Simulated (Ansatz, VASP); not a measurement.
Two plane-wave programs on Se

The input INCAR:

```
SYSTEM = Se
PREC = Accurate
ENCUT = 520
EDIFF = 1E-7
ISMEAR = 0
SIGMA = 0.15
LREAL = .FALSE.
LASPH = .TRUE.
NELM = 60
ALGO = Normal
ISIF = 2
LWAVE = .FALSE.
LCHARG = .TRUE.
GGA = CA
LELF = .TRUE.
LVHAR = .TRUE.
NBANDS = 9
```

Contents of KPOINTS:

```
regular mesh
0
G
  16 16 16
  0 0 0
```

File POSCAR:

```
Se
1.0
    2.7684045747      0.0000000000      0.0000000000
    0.0000000000      2.7684045747      0.0000000000
    0.0000000000      0.0000000000      2.8105630200
Se
1
Direct
    0.0000000000      0.0000000000      0.0000000000
```

Input for Ansatz:

```yaml
crystal:
  lattice:
    - [2.7684045747, 0.0, 0.0]
    - [0.0, 2.7684045747, 0.0]
    - [0.0, 0.0, 2.81056302]
  atoms:
    - { symbol: Se, position: [0.0, 0.0, 0.0] }
basis:
  ecutwfc: 420
kpoints:
  mp_grid: { grid: [16, 16, 16] }
hamiltonian:
  xc: lda
scf:
  occupations: { method: gaussian, width: 0.15 }
output:
  forces: true
  stress: true
  eigenvalues: true
```

Change from the starting cell: strain -0.015 along x and y, +0.000 along z, atoms carried along.

Alike in both runs: task single point; functional LDA; k mesh 16 × 16 × 16; occupations gaussian, width 0.15 eV; no spin polarisation.

```csv
,VASP,Ansatz
version,VASP 6.6.1,Ansatz 0.2.0
potentials or method,"VASP PAW LDA potentials, release 64 (Se), cutoff 520 eV","scalar-relativistic, plane waves, PAW"
valence electrons in the cell,6,16
```

```csv
,VASP,Ansatz,Ansatz less VASP
gap on the k mesh at the Fermi level (eV),none,none,-
pressure (GPa),-1.0,-1.2,-0.18
"traceless stress, the component that is largest in VASP (GPa)",-0.81,-0.80,+0.009
```

LDA's correlation is that of Perdew and Zunger in VASP and of Perdew and Wang (1992) in Ansatz. A gap of «none» marks a metal or a gap that the smearing closes. VASP's potentials hold 6 valence electrons a cell and Ansatz's 16, so a difference there can come from the potentials and not from the codes.
